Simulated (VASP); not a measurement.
A run of VASP 6.6.1:

POSCAR

```
CdSe
1.0
    0.0000000000      3.0702712000      3.0702712000
    3.0702712000      0.0000000000      3.0702712000
    3.0702712000      3.0702712000      0.0000000000
Cd Se
1 1
Direct
    0.0000000000      0.0000000000      0.0000000000
    0.7500000000      0.7500000000      0.7500000000
```

File INCAR.step1:

```
SYSTEM = CdSe
PREC = Accurate
ENCUT = 520
ISMEAR = -1
SIGMA = 0.05
LREAL = .FALSE.
LASPH = .TRUE.
NELM = 60
NBANDS = 16
GGA = PE
ALGO = Normal
EDIFF = 1E-4
LWAVE = .TRUE.
LCHARG = .FALSE.
```

The input INCAR.step2:

```
SYSTEM = CdSe
PREC = Accurate
ENCUT = 520
EDIFF = 1E-7
ISMEAR = -1
SIGMA = 0.05
LREAL = .FALSE.
LASPH = .TRUE.
NELM = 60
ALGO = Normal
ISIF = 2
LWAVE = .FALSE.
LCHARG = .FALSE.
METAGGA = R2SCAN
LMIXTAU = .TRUE.
NBANDS = 16
ISTART = 1
```

KPOINTS

```
Automatic mesh
0
G
  6 6 6
  0 0 0
```

Potentials or basis: VASP PAW PBE potentials, release 64 (Cd, Se).

Launch:

```sh
$ cat potpaw_PBE.64/Cd/POTCAR potpaw_PBE.64/Se/POTCAR > POTCAR
$ cp INCAR.step1 INCAR
$ mpirun -np 1 vasp_std > vasp.out
$ cp INCAR.step2 INCAR
$ mpirun -np 1 vasp_std > vasp.out
```

Hardware: 1 thread of Intel(R) Xeon(R) Platinum 8488C (Sapphire Rapids) (shared host).

Q: How long does it take, and how much memory?

A: Run time: 33 s on 1 thread of Intel(R) Xeon(R) Platinum 8488C (Sapphire Rapids), with other jobs on the host, peak memory 0.19 GiB. Counts: k points 16.
